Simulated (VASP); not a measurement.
# LaAgS2 (P4/mmm) in VASP: further runs

The runs below take LaAgS2 through single point, with PBE.

Program: VASP 6.6.1. These are calculated values, not measurements. Logs are shortened: lines on timing, memory, paths and dates and some standing lists are left out, and cuts for length are marked.

**1. The cell of the first run**

Symmetry: P4/mmm, No. 123, tetragonal system. The conventional cell has a = 4.034 Å, b = 4.034 Å, c = 5.684 Å, α = 90.00°, β = 90.00°, γ = 90.00°. Ag (site symmetry 4/mmm) has 6 S at 2.84 to 2.85 Å within 3.7 Å. Within 3.7 Å of S (site symmetry 4/mmm) lie 2 Ag at 2.84 Å and 4 La at 2.85 Å. Within 3.7 Å of S (site symmetry 4/mmm) lie 2 La at 2.84 Å and 4 Ag at 2.85 Å. La (site symmetry 4/mmm) has 6 S at 2.84 to 2.85 Å within 3.7 Å.

**2. Single point, PBE (epitaxial xy strain -2.3%)**

Input file INCAR:

```
SYSTEM = LaAgS2
PREC = Accurate ; ENCUT = 520
EDIFF = 1E-6 ; ISMEAR = -1
SIGMA = 0.02 ; LREAL = .False.
LASPH = .True. ; NELM = 100
ALGO = Normal ; ISIF = 2
LWAVE = .False. ; LCHARG = .True.
GGA = PE ; LELF = .True.
LVHAR = .True. ; NBANDS = 25
```

Input file KPOINTS:

```
Automatic mesh
0
Gamma
  6 6 6
  0 0 0
```

Input file POSCAR:

```
LaAgS2
1.0
    4.0342051854      0.0000000000      0.0000000000
    0.0000000000      4.0342051854      0.0000000000
    0.0000000000      0.0000000000      5.6839624189
Ag S La
1 2 1
Direct
    0.0000000000      0.0000000000      0.0000000000
    0.0000000000      0.0000000000      0.5000000000
    0.5000000000      0.5000000000      0.0000000000
    0.5000000000      0.5000000000      0.5000000000
```

Potentials or basis: VASP PAW PBE potentials, release 64 (Ag, S, La).

The run is started by

```sh
$ cat potpaw_PBE.64/Ag/POTCAR potpaw_PBE.64/S/POTCAR potpaw_PBE.64/La/POTCAR > POTCAR
$ mpirun -np 1 vasp_std > vasp.out
```

OUTCAR:

```text
SYSTEM = LaAgS2
   PREC = Accurate
   ENCUT = 520
   EDIFF = 1E-6
   ISMEAR = -1
   LREAL = .False.
   LASPH = .True.
   NELM = 100
   ISIF = 2
   GGA = PE

 ion  position               nearest neighbor table
   1  0.000  0.000  0.000-   2 2.84   2 2.84   3 2.85   3 2.85   3 2.85   3 2.85
   2  0.000  0.000  0.500-   1 2.84   1 2.84   4 2.85   4 2.85   4 2.85   4 2.85
   3  0.500  0.500  0.000-   4 2.84   4 2.84   1 2.85   1 2.85   1 2.85   1 2.85
   4  0.500  0.500  0.500-   3 2.84   3 2.84   2 2.85   2 2.85   2 2.85   2 2.85

  LATTYP: Found a simple tetragonal cell.
 ALAT       =     4.0342051854
 C/A-ratio  =     1.4089423214

  Lattice vectors:

 A1 = (   4.0342051854,   0.0000000000,   0.0000000000)
 A2 = (   0.0000000000,   4.0342051854,   0.0000000000)
 A3 = (   0.0000000000,   0.0000000000,   5.6839624189)

Analysis of symmetry for initial positions (statically):
=====================================================================
 Subroutine PRICEL returns:
 Original cell was already a primitive cell.

 Routine SETGRP: Setting up the symmetry group for a
 simple tetragonal supercell.

 Subroutine GETGRP returns: Found 16 space group operations
 (whereof 16 operations were pure point group operations)
 out of a pool of 16 trial point group operations.

The static configuration has the point symmetry D_4h.

Analysis of symmetry for dynamics (positions and initial velocities):
=====================================================================
 Subroutine PRICEL returns:
 Original cell was already a primitive cell.

 Routine SETGRP: Setting up the symmetry group for a
 simple tetragonal supercell.

 Subroutine GETGRP returns: Found 16 space group operations
 (whereof 16 operations were pure point group operations)
 out of a pool of 16 trial point group operations.

The dynamic configuration has the point symmetry D_4h.

 Subroutine INISYM returns: Found 16 space group operations
 (whereof 16 operations are pure point group operations),
 and found     1 'primitive' translations

----------------------------------------------------------------------------------------

                                     Primitive cell

  volume of cell :      92.5054

  direct lattice vectors                    reciprocal lattice vectors
[... 82 lines left out ...]
   PREC   = accura    normal or accurate (medium, high low for compatibility)
   ISTART =      0    job   : 0-new  1-cont  2-samecut
   ICHARG =      2    charge: 1-file 2-atom 10-const
   ISPIN  =      1    spin polarized calculation?
   LNONCOLLINEAR =      F non collinear calculations
   LSORBIT =      F    spin-orbit coupling
   LASPH  =      T    aspherical Exc in radial PAW
   ENCUT  =  520.0 eV  38.22 Ry    6.18 a.u.   7.50  7.50 10.57*2*pi/ulx,y,z
   NELM   =    100;   NELMIN=  2; NELMDL= -5     # of ELM steps
   EDIFF  = 0.1E-05   stopping-criterion for ELM
   LREAL  =      F    real-space projection
   EDIFFG = 0.1E-04   stopping-criterion for IOM
   NSW    =      0    number of steps for IOM
   IBRION =     -1    ionic relax: 0-MD 1-quasi-New 2-CG
   NFREE  =      0    steps in history (QN), initial steepest desc. (CG)
   ISIF   =      2    stress and relaxation
   ISYM   =      2    0-nonsym 1-usesym 2-fastsym
   POTIM  = 0.5000    time-step for ionic-motion
   TEBEG  =    0.0;   TEEND  =   0.0 temperature during run
   PSTRESS=    0.0 pullay stress
   NELECT =      34.0000    total number of electrons
   NUPDOWN=      -1.0000    fix difference up-down
   EMIN   =  10.00;   EMAX   =-10.00  energy-range for DOS
   EFERMI =   0.00;   METHOD = LEGACY
   ISMEAR =    -1;   SIGMA  =   0.02  broadening in eV -4-tet -1-fermi 0-gaus
   EFERMI_NEDOS =   21; number of points for ismear=-14 and -15
   IALGO  =     38    algorithm
   IMIX   =      4    mixing-type and parameters
     AMIX     =   0.40;   BMIX     =  1.00
     AMIX_MAG =   1.60;   BMIX_MAG =  1.00
  volume/ion in A,a.u.               =      23.13       156.06
  Fermi-wavevector in a.u.,A,eV,Ry     =   1.172678  2.216040 18.710371  1.375174
  Thomas-Fermi vector in A             =   2.309103
   LORBIT       =      0    0 simple, 1 ext, 2 COOP (PROOUT), +10 PAW based schemes
   GGA     = PE    functional components
   LHFCALC =     F    Hartree Fock is set to
   AEXX    =    0.0000 exact exchange contribution
   IVDW    =     0    specifies the selected vdW correction
   LEPSILON=     F    determine dielectric tensor
   LRPA    =     F    only Hartree local field effects (RPA)
 non-spin polarized calculation
  energy-cutoff  :      520.00
  volume of cell :       92.51
 maximum number of plane-waves:      2542
   NGX = 15   NGY = 15   NGZ = 21

 number of electron      33.9999982 magnetization

 Free energy of the ion-electron system (eV)
  ---------------------------------------------------
  ext. energy  EPLUGINS =         0.00000000
  ---------------------------------------------------
  free energy    TOTEN  =       -20.94385552 eV

  energy without entropy =      -20.94320396  energy(sigma->0) =      -20.94352974

 E-fermi :   6.6878     XC(G=0): -10.0484

 val. band max:        6.6444395732   @ k =   0.5000   0.0000   0.3333
 cond. band min:       6.7383637144   @ k =   0.5000   0.0000   0.1667
 fundamental gap:      0.0939241412
 Fermi energy:         6.6878090373

 k-point     1 :       0.0000    0.0000    0.0000
  band No.  band energies     occupation
      1     -25.9209      2.00000
      2      -9.7318      2.00000
      3      -9.6449      2.00000
      4      -9.6449      2.00000
      5      -6.4440      2.00000
      6      -5.5625      2.00000
[... 661 lines left out ...]
     24       9.1596      0.00000
     25      10.0753      0.00000

 [... further k-points ...]
[... 5 lines left out ...]
  --------------------------------------------------------------------------------------
  -------------------------------------------------------------------------------------
  Total        1.8946486      1.8946486      0.1074410      0.0000000      0.0000000      0.0000000
  in kB       32.8149757     32.8149757      1.8608583      0.0000000      0.0000000      0.0000000
  external PRESSURE =      22.4969365 kB  Pullay stress =       0.0000000 kB

 VOLUME and BASIS-vectors are now :
 -----------------------------------------------------------------------------
  energy-cutoff  :      520.00
  volume of cell :       92.51
      direct lattice vectors                 reciprocal lattice vectors
     4.034205185  0.000000000  0.000000000     0.247880302  0.000000000  0.000000000
     0.000000000  4.034205185  0.000000000     0.000000000  0.247880302  0.000000000
     0.000000000  0.000000000  5.683962419     0.000000000  0.000000000  0.175933605

 POSITION                                       TOTAL-FORCE (eV/Angst)
 -----------------------------------------------------------------------------------
      0.00000      0.00000      0.00000         0.000000      0.000000      0.000000
      0.00000      0.00000      2.84198         0.000000      0.000000      0.000000
      2.01710      2.01710      0.00000         0.000000      0.000000      0.000000
      2.01710      2.01710      2.84198         0.000000      0.000000      0.000000
 -----------------------------------------------------------------------------------
    total drift:                                0.000000      0.000000     -0.000000

  FREE ENERGIE OF THE ION-ELECTRON SYSTEM (eV)
  ---------------------------------------------------
  free  energy   TOTEN  =       -20.9438555201 eV

  energy  without entropy=      -20.9432039565  energy(sigma->0) =      -20.94352974
```

OSZICAR:

```text
N       E                     dE             d eps       ncg     rms          rms(c)
DAV:   1     0.284159359584E+03    0.28416E+03   -0.13820E+04  2072   0.176E+03
DAV:   2     0.299090049246E+02   -0.25425E+03   -0.22749E+03  2277   0.302E+02
DAV:   3    -0.180809663670E+02   -0.47990E+02   -0.44111E+02  2843   0.130E+02
DAV:   4    -0.219797809866E+02   -0.38988E+01   -0.37073E+01  3398   0.379E+01
DAV:   5    -0.221158030441E+02   -0.13602E+00   -0.13577E+00  3005   0.568E+00    0.838E+00
DAV:   6    -0.210097596906E+02    0.11060E+01   -0.67974E+00  2872   0.211E+01    0.775E+00
DAV:   7    -0.209329557297E+02    0.76804E-01   -0.12689E+00  2661   0.855E+00    0.465E+00
DAV:   8    -0.209370593906E+02   -0.41037E-02   -0.20964E-01  2843   0.375E+00    0.144E+00
DAV:   9    -0.209428582774E+02   -0.57989E-02   -0.34251E-02  3488   0.182E+00    0.244E-01
DAV:  10    -0.209437135176E+02   -0.85524E-03   -0.37565E-03  3022   0.421E-01    0.108E-01
DAV:  11    -0.209438204285E+02   -0.10691E-03   -0.62624E-04  2944   0.206E-01    0.338E-02
DAV:  12    -0.209438519688E+02   -0.31540E-04   -0.95934E-05  3327   0.718E-02    0.242E-02
DAV:  13    -0.209438592629E+02   -0.72941E-05   -0.92498E-05  3232   0.477E-02    0.179E-02
DAV:  14    -0.209438554169E+02    0.38460E-05   -0.16582E-05  3254   0.286E-02    0.342E-03
DAV:  15    -0.209438555201E+02   -0.10320E-06   -0.64947E-07  1728   0.535E-03
   1 F= -.20943856E+02 E0= -.20943530E+02  d E =-.651564E-03
```

stdout:

```text
POSCAR found type information on POSCAR AgS La
 POSCAR found :  3 types and       4 ions
 scaLAPACK will be used
 LDA part: xc-table for (Slater+PW92), standard interpolation
 POSCAR, INCAR and KPOINTS ok, starting setup
 FFT: planning ... GRIDC
 FFT: planning ... GRID_SOFT
 FFT: planning ... GRID
 WAVECAR not read
 entering main loop
```

Run time: 61 s. Hardware: 1 thread of Intel Xeon Platinum 8559C (Emerald Rapids), shared host; peak memory 0.26 GiB.

Results:

```yaml
Free_energy: -20.9439 eV
Pressure: 2.2 GPa
Band_gap_on_the_k_mesh: zero (band 17 reaches 6.79 eV, above the bottom of band 18 at 6.15 eV)
```

Stress tensor (GPa, compression positive):
```
3.28 0.00 0.00
0.00 3.28 0.00
0.00 0.00 0.19
```

Caveat: the cell differs from its parent crystal (epitaxial xy strain -2.3%); spin-orbit coupling is left out, which moves the levels of the heavy elements.

**3. Single point, PBE (biaxial xy strain +2.8%)**

Input file INCAR:

```
SYSTEM = LaAgS2
  PREC = Accurate
  ENCUT = 520
  EDIFF = 1E-7
  ISMEAR = -1
  SIGMA = 0.02
  LREAL = .False.
  LASPH = .True.
  NELM = 100
  ALGO = Normal
  ISIF = 2
  LWAVE = .False.
  LCHARG = .True.
  GGA = PE
  LELF = .True.
  LVHAR = .True.
  NBANDS = 25
```

Input file KPOINTS:

```
regular mesh
0
Gamma
  6 6 6
  0 0 0
```

Input file POSCAR:

```
LaAgS2
1.0
    4.2464883002      0.0000000000      0.0000000000
    0.0000000000      4.2464883002      0.0000000000
    0.0000000000      0.0000000000      5.6048983260
Ag S La
1 2 1
Direct
    0.0000000000      0.0000000000      0.0000000000
    0.0000000000      0.0000000000      0.5000000000
    0.5000000000      0.5000000000      0.0000000000
    0.5000000000      0.5000000000      0.5000000000
```

Potentials or basis: VASP PAW PBE potentials, release 64 (Ag, S, La).

The run is started by

```sh
$ cat potpaw_PBE.64/Ag/POTCAR potpaw_PBE.64/S/POTCAR potpaw_PBE.64/La/POTCAR > POTCAR
$ mpirun -np 1 vasp_std > vasp.out
```

OUTCAR:

```text
SYSTEM = LaAgS2
   PREC = Accurate
   ENCUT = 520
   EDIFF = 1E-7
   ISMEAR = -1
   LREAL = .False.
   LASPH = .True.
   NELM = 100
   ISIF = 2
   GGA = PE

 ion  position               nearest neighbor table
   1  0.000  0.000  0.000-   2 2.80   2 2.80   3 3.00   3 3.00   3 3.00   3 3.00
   2  0.000  0.000  0.500-   1 2.80   1 2.80   4 3.00   4 3.00   4 3.00   4 3.00
   3  0.500  0.500  0.000-   4 2.80   4 2.80   1 3.00   1 3.00   1 3.00   1 3.00
   4  0.500  0.500  0.500-   3 2.80   3 2.80   2 3.00   2 3.00   2 3.00   2 3.00

  LATTYP: Found a simple tetragonal cell.
 ALAT       =     4.2464883002
 C/A-ratio  =     1.3198902080

  Lattice vectors:

 A1 = (   4.2464883002,   0.0000000000,   0.0000000000)
 A2 = (   0.0000000000,   4.2464883002,   0.0000000000)
 A3 = (   0.0000000000,   0.0000000000,   5.6048983260)

Analysis of symmetry for initial positions (statically):
=====================================================================
 Subroutine PRICEL returns:
 Original cell was already a primitive cell.

 Routine SETGRP: Setting up the symmetry group for a
 simple tetragonal supercell.

 Subroutine GETGRP returns: Found 16 space group operations
 (whereof 16 operations were pure point group operations)
 out of a pool of 16 trial point group operations.

The static configuration has the point symmetry D_4h.

Analysis of symmetry for dynamics (positions and initial velocities):
=====================================================================
 Subroutine PRICEL returns:
 Original cell was already a primitive cell.

 Routine SETGRP: Setting up the symmetry group for a
 simple tetragonal supercell.

 Subroutine GETGRP returns: Found 16 space group operations
 (whereof 16 operations were pure point group operations)
 out of a pool of 16 trial point group operations.

The dynamic configuration has the point symmetry D_4h.
[... 113 lines left out ...]
   PSTRESS=    0.0 pullay stress
   NELECT =      34.0000    total number of electrons
   NUPDOWN=      -1.0000    fix difference up-down
   EMIN   =  10.00;   EMAX   =-10.00  energy-range for DOS
   EFERMI =   0.00;   METHOD = LEGACY
   ISMEAR =    -1;   SIGMA  =   0.02  broadening in eV -4-tet -1-fermi 0-gaus
   EFERMI_NEDOS =   21; number of points for ismear=-14 and -15
   IALGO  =     38    algorithm
   IMIX   =      4    mixing-type and parameters
     AMIX     =   0.40;   BMIX     =  1.00
     AMIX_MAG =   1.60;   BMIX_MAG =  1.00
  volume/ion in A,a.u.               =      25.27       170.52
  Fermi-wavevector in a.u.,A,eV,Ry     =   1.138567  2.151580 17.637707  1.296335
  Thomas-Fermi vector in A             =   2.275271
   LORBIT       =      0    0 simple, 1 ext, 2 COOP (PROOUT), +10 PAW based schemes
   GGA     = PE    functional components
   LHFCALC =     F    Hartree Fock is set to
   AEXX    =    0.0000 exact exchange contribution
   IVDW    =     0    specifies the selected vdW correction
   LEPSILON=     F    determine dielectric tensor
   LRPA    =     F    only Hartree local field effects (RPA)
 non-spin polarized calculation
  energy-cutoff  :      520.00
  volume of cell :      101.07
 maximum number of plane-waves:      2740
 NGX is ok and might be reduce to    32
   NGX = 15   NGY = 15   NGZ = 21

 number of electron      33.9999996 magnetization

 Free energy of the ion-electron system (eV)
  ---------------------------------------------------
  ext. energy  EPLUGINS =         0.00000000
  ---------------------------------------------------
  free energy    TOTEN  =       -20.92566398 eV

  energy without entropy =      -20.92475531  energy(sigma->0) =      -20.92520964

 E-fermi :   5.6861     XC(G=0):  -9.6181

 val. band max:        5.6854037305   @ k =   0.0000   0.0000   0.5000
 cond. band min:       5.6920293383   @ k =   0.0000   0.0000   0.3333
 fundamental gap:      0.0066256078
 Fermi energy:         5.6861479082

 k-point     1 :       0.0000    0.0000    0.0000
  band No.  band energies     occupation
      1     -27.0473      2.00000
      2     -10.8141      2.00000
      3     -10.7437      2.00000
      4     -10.7437      2.00000
      5      -7.0292      2.00000
      6      -6.1847      2.00000
[... 661 lines left out ...]
     24       7.9598      0.00000
     25       8.8607      0.00000

 [... further k-points ...]
[... 5 lines left out ...]
  --------------------------------------------------------------------------------------
  -------------------------------------------------------------------------------------
  Total       -2.0333141     -2.0333141     -1.1766136      0.0000000      0.0000000      0.0000000
  in kB      -32.2320154    -32.2320154    -18.6516327      0.0000000      0.0000000      0.0000000
  external PRESSURE =     -27.7052212 kB  Pullay stress =       0.0000000 kB

 VOLUME and BASIS-vectors are now :
 -----------------------------------------------------------------------------
  energy-cutoff  :      520.00
  volume of cell :      101.07
      direct lattice vectors                 reciprocal lattice vectors
     4.246488300  0.000000000  0.000000000     0.235488698  0.000000000  0.000000000
     0.000000000  4.246488300  0.000000000     0.000000000  0.235488698  0.000000000
     0.000000000  0.000000000  5.604898326     0.000000000  0.000000000  0.178415368

 POSITION                                       TOTAL-FORCE (eV/Angst)
 -----------------------------------------------------------------------------------
      0.00000      0.00000      0.00000         0.000000      0.000000      0.000000
      0.00000      0.00000      2.80245         0.000000      0.000000      0.000000
      2.12324      2.12324      0.00000         0.000000      0.000000      0.000000
      2.12324      2.12324      2.80245         0.000000      0.000000      0.000000
 -----------------------------------------------------------------------------------
    total drift:                                0.000000     -0.000000     -0.000000

  FREE ENERGIE OF THE ION-ELECTRON SYSTEM (eV)
  ---------------------------------------------------
  free  energy   TOTEN  =       -20.9256639799 eV

  energy  without entropy=      -20.9247553067  energy(sigma->0) =      -20.92520964
```

Run time: 56 s. Hardware: 1 thread of Intel Xeon Platinum 8559C (Emerald Rapids), shared host; peak memory 0.27 GiB.

Results:

```yaml
Free_energy: -20.9257 eV
Pressure: -2.8 GPa
Band_gap_on_the_k_mesh: zero (band 17 reaches 5.76 eV, above the bottom of band 18 at 5.69 eV)
```

Stress tensor (GPa, compression positive):
```
-3.22  0.00  0.00
 0.00 -3.22  0.00
 0.00  0.00 -1.87
```

Caveat: the cell differs from its parent crystal (biaxial xy strain +2.8%); spin-orbit coupling is left out, which moves the levels of the heavy elements.
